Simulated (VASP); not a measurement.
# SiCl5 (F-43m) in VASP: single point with PBE

Aim: the single point of SiCl5 with PBE.

Program: VASP 6.6.1. These are calculated values, not measurements. Logs are shortened: lines on timing, memory, paths and dates and some standing lists are left out, and cuts for length are marked.

## (1) The cell of the first run

It takes space group F-43m (No. 216, cubic). Conventional cell: a = 8.728 Å, b = 8.728 Å, c = 8.728 Å, α = 90.00°, β = 90.00°, γ = 90.00°. Within 4.8 Å of Si (site symmetry -43m) lie 16 Cl at 3.62 to 3.78 Å. Cl (site symmetry 3m) has 9 Cl at 3.07 to 3.62 Å and 3 Si at 3.62 Å within 4.0 Å. Cl (site symmetry -43m) has 12 Cl at 3.62 Å and 4 Si at 3.78 Å within 4.8 Å.

## (2) Single point, PBE

INCAR reads:

```
SYSTEM = SiCl5
PREC = Accurate ; ENCUT = 520
EDIFF = 1E-6 ; ISMEAR = 0
SIGMA = 0.1 ; LREAL = .False.
LASPH = .True. ; NELM = 100
ALGO = Normal ; ISIF = 2
LWAVE = .False. ; LCHARG = .False.
GGA = PE ; NBANDS = 28
```

KPOINTS reads:

```
Automatic mesh
0
Gamma
  4 4 4
  0 0 0
```

POSCAR reads:

```
SiCl5
1.0
    0.0000000000      4.3638978400      4.3638978400
    4.3638978400      0.0000000000      4.3638978400
    4.3638978400      4.3638978400      0.0000000000
Si Cl
1 5
Direct
    0.2500000000      0.2500000000      0.2500000000
    0.3727328200      0.8757557300      0.8757557300
    0.8757557300      0.3727328200      0.8757557300
    0.8757557300      0.8757557300      0.3727328200
    0.8757557300      0.8757557300      0.8757557300
    0.5000000000      0.5000000000      0.5000000000
```

Potentials or basis: VASP PAW PBE potentials, release 64 (Si, Cl).

On the command line:

```console
$ cat potpaw_PBE.64/Si/POTCAR potpaw_PBE.64/Cl/POTCAR > POTCAR
$ mpirun -np 1 vasp_std > vasp.out
```

OUTCAR:

```text
SYSTEM = SiCl5
   PREC = Accurate
   ENCUT = 520
   EDIFF = 1E-6
   ISMEAR = 0
   LREAL = .False.
   LASPH = .True.
   NELM = 100
   ISIF = 2
   GGA = PE

 ion  position               nearest neighbor table
   1  0.250  0.250  0.250-
   2  0.373  0.876  0.876-
   3  0.876  0.373  0.876-
   4  0.876  0.876  0.373-
   5  0.876  0.876  0.876-
   6  0.500  0.500  0.500-

  LATTYP: Found a face centered cubic cell.
 ALAT       =     8.7277956800

  Lattice vectors:

 A1 = (   0.0000000000,   4.3638978400,   4.3638978400)
 A2 = (   4.3638978400,   0.0000000000,   4.3638978400)
 A3 = (   4.3638978400,   4.3638978400,   0.0000000000)

Analysis of symmetry for initial positions (statically):
=====================================================================
 Subroutine PRICEL returns:
 Original cell was already a primitive cell.

 Routine SETGRP: Setting up the symmetry group for a
 face centered cubic supercell.

 Subroutine GETGRP returns: Found 24 space group operations
 (whereof 24 operations were pure point group operations)
 out of a pool of 48 trial point group operations.

The static configuration has the point symmetry T_d .

Analysis of symmetry for dynamics (positions and initial velocities):
=====================================================================
 Subroutine PRICEL returns:
 Original cell was already a primitive cell.

 Routine SETGRP: Setting up the symmetry group for a
 face centered cubic supercell.

 Subroutine GETGRP returns: Found 24 space group operations
 (whereof 24 operations were pure point group operations)
 out of a pool of 48 trial point group operations.

The dynamic configuration has the point symmetry T_d .

 Subroutine INISYM returns: Found 24 space group operations
 (whereof 24 operations are pure point group operations),
 and found     1 'primitive' translations

----------------------------------------------------------------------------------------

                                     Primitive cell

  volume of cell :     166.2087

  direct lattice vectors                    reciprocal lattice vectors
     0.000000000  4.363897840  4.363897840    -0.114576468  0.114576468  0.114576468
     4.363897840  0.000000000  4.363897840     0.114576468 -0.114576468  0.114576468
     4.363897840  4.363897840  0.000000000     0.114576468  0.114576468 -0.114576468

  length of vectors
     6.171483510  6.171483510  6.171483510     0.198452263  0.198452263  0.198452263

  position of ions in fractional coordinates (direct lattice)
     0.250000000  0.250000000  0.250000000
     0.372732820  0.875755730  0.875755730
     0.875755730  0.372732820  0.875755730
     0.875755730  0.875755730  0.372732820
     0.875755730  0.875755730  0.875755730
     0.500000000  0.500000000  0.500000000

  ion indices of the primitive-cell ions
   primitive index   ion index
                 1           1
                 2           2
                 3           3
                 4           4
                 5           5
                 6           6

----------------------------------------------------------------------------------------

 KPOINTS: Automatic mesh

Automatic generation of k-mesh.
 Grid dimensions read from file:
 generate k-points for:    4    4    4

 Generating k-lattice:

  Cartesian coordinates                     Fractional coordinates (reciprocal lattice)
    -0.028644117  0.028644117  0.028644117     0.250000000  0.000000000  0.000000000
     0.028644117 -0.028644117  0.028644117     0.000000000  0.250000000  0.000000000
     0.028644117  0.028644117 -0.028644117     0.000000000  0.000000000  0.250000000

  Length of vectors
     0.049613066  0.049613066  0.049613066

  Shift w.r.t. Gamma in fractional coordinates (k-lattice)
     0.000000000  0.000000000  0.000000000

 Subroutine IBZKPT returns following result:
 ===========================================

 Found      8 irreducible k-points:

 Following reciprocal coordinates:
            Coordinates               Weight
  0.000000  0.000000  0.000000      1.000000
  0.250000  0.000000  0.000000      8.000000
  0.500000  0.000000  0.000000      4.000000
  0.250000  0.250000  0.000000      6.000000
  0.500000  0.250000  0.000000     24.000000
 -0.250000  0.250000  0.000000     12.000000
  0.500000  0.500000  0.000000      3.000000
 -0.250000  0.500000  0.250000      6.000000
   k-points           NKPTS =      8   k-points in BZ     NKDIM =      8   number of bands    NBANDS=     28
   number of dos      NEDOS =    301   number of ions     NIONS =      6
   total plane-waves  NPLWV = 110592
   dimension x,y,z NGX =    48 NGY =   48 NGZ =   48
   dimension x,y,z NGXF=    96 NGYF=   96 NGZF=   96
   ions per type =               1   5
   NGX,Y,Z   is equivalent  to a cutoff of  12.93, 12.93, 12.93 a.u.
   NGXF,Y,Z  is equivalent  to a cutoff of  25.86, 25.86, 25.86 a.u.
 SYSTEM =  SiCl5
   PREC   = accura    normal or accurate (medium, high low for compatibility)
   ISTART =      0    job   : 0-new  1-cont  2-samecut
   ICHARG =      2    charge: 1-file 2-atom 10-const
   ISPIN  =      1    spin polarized calculation?
   LNONCOLLINEAR =      F non collinear calculations
   LSORBIT =      F    spin-orbit coupling
   LASPH  =      T    aspherical Exc in radial PAW
   ENCUT  =  520.0 eV  38.22 Ry    6.18 a.u.  11.47 11.47 11.47*2*pi/ulx,y,z
   NELM   =    100;   NELMIN=  2; NELMDL= -5     # of ELM steps
   EDIFF  = 0.1E-05   stopping-criterion for ELM
   LREAL  =      F    real-space projection
   EDIFFG = 0.1E-04   stopping-criterion for IOM
   NSW    =      0    number of steps for IOM
   IBRION =     -1    ionic relax: 0-MD 1-quasi-New 2-CG
   NFREE  =      0    steps in history (QN), initial steepest desc. (CG)
   ISIF   =      2    stress and relaxation
   ISYM   =      2    0-nonsym 1-usesym 2-fastsym
   POTIM  = 0.5000    time-step for ionic-motion
   TEBEG  =    0.0;   TEEND  =   0.0 temperature during run
   PSTRESS=    0.0 pullay stress
   NELECT =      39.0000    total number of electrons
   NUPDOWN=      -1.0000    fix difference up-down
   EMIN   =  10.00;   EMAX   =-10.00  energy-range for DOS
   EFERMI =   0.00;   METHOD = LEGACY
   ISMEAR =     0;   SIGMA  =   0.10  broadening in eV -4-tet -1-fermi 0-gaus
   EFERMI_NEDOS =   21; number of points for ismear=-14 and -15
   IALGO  =     38    algorithm
   IMIX   =      4    mixing-type and parameters
     AMIX     =   0.40;   BMIX     =  1.00
     AMIX_MAG =   1.60;   BMIX_MAG =  1.00
  volume/ion in A,a.u.               =      27.70       186.94
  Fermi-wavevector in a.u.,A,eV,Ry     =   1.009745  1.908142 13.872301  1.019585
  Thomas-Fermi vector in A             =   2.142692
   LORBIT       =      0    0 simple, 1 ext, 2 COOP (PROOUT), +10 PAW based schemes
   GGA     = PE    functional components
   LHFCALC =     F    Hartree Fock is set to
   AEXX    =    0.0000 exact exchange contribution
   IVDW    =     0    specifies the selected vdW correction
   LEPSILON=     F    determine dielectric tensor
   LRPA    =     F    only Hartree local field effects (RPA)
 non-spin polarized calculation
 Gauss-broadening in eV      SIGMA  =   0.10
  energy-cutoff  :      520.00
  volume of cell :      166.21
 maximum number of plane-waves:      4520
 NGX is ok and might be reduce to    48
   NGX = 23   NGY = 23   NGZ = 23

 number of electron      39.0000005 magnetization

 Free energy of the ion-electron system (eV)
  ---------------------------------------------------
  ext. energy  EPLUGINS =         0.00000000
  ---------------------------------------------------
  free energy    TOTEN  =        -9.75312456 eV

  energy without entropy =       -9.71440786  energy(sigma->0) =       -9.73376621

 E-fermi :   0.3446     XC(G=0):  -8.3328

 val. band max:        0.3294588333   @ k =  -0.2500   0.2500   0.0000
 cond. band min:       0.5115137296   @ k =   0.2500   0.2500   0.0000
 fundamental gap:      0.1820548964
 Fermi energy:         0.3446223760

 k-point     1 :       0.0000    0.0000    0.0000
  band No.  band energies     occupation
      1     -14.1272      2.00000
      2     -12.8582      2.00000
      3     -12.8582      2.00000
      4     -12.8582      2.00000
      5     -12.0439      2.00000
      6      -6.2781      2.00000
[... 20 lines left out ...]
     27       9.1718      0.00000
     28       9.1718      0.00000

 k-point     2 :       0.2500    0.0000    0.0000
  band No.  band energies     occupation
      1     -14.0077      2.00000
      2     -13.0229      2.00000
      3     -12.8619      2.00000
      4     -12.8619      2.00000
      5     -12.0534      2.00000
      6      -6.3493      2.00000
[... 20 lines left out ...]
     27       9.1888      0.00000
     28       9.3339      0.00000

 k-point     3 :       0.5000    0.0000    0.0000
  band No.  band energies     occupation
      1     -13.8289      2.00000
      2     -13.2471      2.00000
      3     -12.8656      2.00000
      4     -12.8656      2.00000
      5     -12.0608      2.00000
      6      -6.4192      2.00000
[... 20 lines left out ...]
     27       9.1661      0.00000
     28       9.8406      0.00000

 k-point     4 :       0.2500    0.2500    0.0000
  band No.  band energies     occupation
      1     -13.9619      2.00000
      2     -13.0723      2.00000
      3     -12.8670      2.00000
      4     -12.8670      2.00000
      5     -12.0606      2.00000
      6      -6.3805      2.00000
[... 20 lines left out ...]
     27       9.4691      0.00000
     28       9.4691      0.00000

 k-point     5 :       0.5000    0.2500    0.0000
  band No.  band energies     occupation
      1     -13.7511      2.00000
      2     -13.3168      2.00000
      3     -12.8815      2.00000
      4     -12.8707      2.00000
      5     -12.0688      2.00000
      6      -6.4556      2.00000
[... 20 lines left out ...]
     27       9.4607      0.00000
     28       9.4639      0.00000

 k-point     6 :      -0.2500    0.2500    0.0000
  band No.  band energies     occupation
      1     -13.8374      2.00000
      2     -13.2208      2.00000
      3     -12.8821      2.00000
      4     -12.8657      2.00000
      5     -12.0627      2.00000
      6      -6.4259      2.00000
[... 20 lines left out ...]
     27       9.2398      0.00000
     28       9.5054      0.00000

 k-point     7 :       0.5000    0.5000    0.0000
  band No.  band energies     occupation
      1     -13.5809      2.00000
      2     -13.4966      2.00000
      3     -12.8756      2.00000
      4     -12.8756      2.00000
      5     -12.0805      2.00000
      6      -6.4921      2.00000
[... 20 lines left out ...]
     27       9.2373      0.00000
     28       9.2373      0.00000

 k-point     8 :      -0.2500    0.5000    0.2500
  band No.  band energies     occupation
      1     -13.5764      2.00000
      2     -13.4952      2.00000
      3     -12.8874      2.00000
      4     -12.8776      2.00000
      5     -12.0724      2.00000
      6      -6.4842      2.00000
[... 20 lines left out ...]
     27       9.1031      0.00000
     28       9.2028      0.00000

------------------------ aborting loop because EDIFF is reached ----------------------------------------

  FORCE on cell =-STRESS in cart. coord.  units (eV):
  Direction    XX          YY          ZZ          XY          YZ          ZX
  --------------------------------------------------------------------------------------
  -------------------------------------------------------------------------------------
  Total       -4.9145621     -4.9145621     -4.9145621      0.0000000     -0.0000000     -0.0000000
  in kB      -47.3741782    -47.3741782    -47.3741782      0.0000000     -0.0000000     -0.0000000
  external PRESSURE =     -47.3741782 kB  Pullay stress =       0.0000000 kB

 VOLUME and BASIS-vectors are now :
 -----------------------------------------------------------------------------
  energy-cutoff  :      520.00
  volume of cell :      166.21
      direct lattice vectors                 reciprocal lattice vectors
     0.000000000  4.363897840  4.363897840    -0.114576468  0.114576468  0.114576468
     4.363897840  0.000000000  4.363897840     0.114576468 -0.114576468  0.114576468
     4.363897840  4.363897840  0.000000000     0.114576468  0.114576468 -0.114576468

 POSITION                                       TOTAL-FORCE (eV/Angst)
 -----------------------------------------------------------------------------------
      2.18195      2.18195      2.18195         0.000000     -0.000000      0.000000
      7.64342      5.44828      5.44828         0.003367     -0.003367     -0.003367
      5.44828      7.64342      5.44828        -0.003367      0.003367     -0.003367
      5.44828      5.44828      7.64342        -0.003367     -0.003367      0.003367
      7.64342      7.64342      7.64342         0.003367      0.003367      0.003367
      4.36390      4.36390      4.36390         0.000000     -0.000000      0.000000
 -----------------------------------------------------------------------------------
    total drift:                               -0.000087     -0.000087     -0.000087

  FREE ENERGIE OF THE ION-ELECTRON SYSTEM (eV)
  ---------------------------------------------------
  free  energy   TOTEN  =        -9.7531245581 eV

  energy  without entropy=       -9.7144078593  energy(sigma->0) =       -9.73376621
```

Wall time 52 s (1 thread of Intel Xeon 6975P-C, shared host); peak memory 0.32 GiB.

What came out:

```
Free energy   : -9.7531 eV
Pressure      : -4.7 GPa
Largest force : 0.006 eV/Å
```

Forces on the atoms (eV/Å):
```
Si   0.000  0.000  0.000
Cl   0.003 -0.003 -0.003
Cl  -0.003  0.003 -0.003
Cl  -0.003 -0.003  0.003
Cl   0.003  0.003  0.003
Cl   0.000  0.000  0.000
```

Levels at points of the mesh, in eV from the Fermi level:
```
           k point  band 16  band 17  band 18  band 19  band 20  band 21  band 22  band 23
(0.00, 0.00, 0.00)    -0.13    -0.13    -0.13     0.20     0.20     0.20     1.48     1.48
(0.50, 0.00, 0.00)    -0.66    -0.26    -0.26    -0.13     0.28     0.28     1.04     1.46
(0.50, 0.50, 0.00)    -1.25    -0.32    -0.21    -0.21     0.17     0.17     1.06     1.34
```

Caveat: an odd number of electrons without spin polarisation forces a metal; a magnetic or distorted state may lie lower.
